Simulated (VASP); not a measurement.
The system is TiB2.

```
Ti B
1.0
     3.02920    0.00000    0.00000
    -1.51460    2.62336    0.00000
     0.00000    0.00000    3.22840
Ti B
1 2
Cartesian
  0.0000 0.0000 0.0000
  1.5146 0.8745 1.6142
  0.0000 1.7489 1.6142
```

- Program: VASP 6.6.1
- Task: relaxation of cell and atoms
- Functional: revPBE
- Dispersion: D4
- Potentials or basis: VASP PAW PBE potentials, release 64 (Ti_sv, B)
- Cutoff: 600 eV
- k mesh: 10 × 10 × 8
- Occupations: fermi-dirac, width 0.05 eV
- Spin: no spin polarisation

At the start: pressure -11.1 GPa; volume 8.55 Å³/atom.

**Question.** Where does the relaxation end?

**Answer.** Over 4 steps the energy falls by 16.0 meV/atom and the volume is 8.15 Å³/atom (-4.7 %); space group P6/mmm (No. 191, to 0.1 Å) before and after.

Step by step:
```tsv
step	energy change (eV)	largest force (eV/Å)	pressure (GPa)	volume (Å³)
1	0.0000	0.0000	-11.13	25.66
2	-0.0126	0.0000	11.87	23.51
3	-0.0451	0.0000	0.45	24.46
4	-0.0480	0.0000	-0.03	24.46
```

Final structure:
```
Ti B
1.0
     3.00000    0.00000    0.00000
    -1.50000    2.59807    0.00000
     0.00000    0.00000    3.13806
Ti B
1 2
Cartesian
  0.0000 0.0000 0.0000
  1.5000 0.8660 1.5690
  0.0000 1.7321 1.5690
```

Caveat: the PAW data sets were made with another functional, which shifts forces and pressure a little.
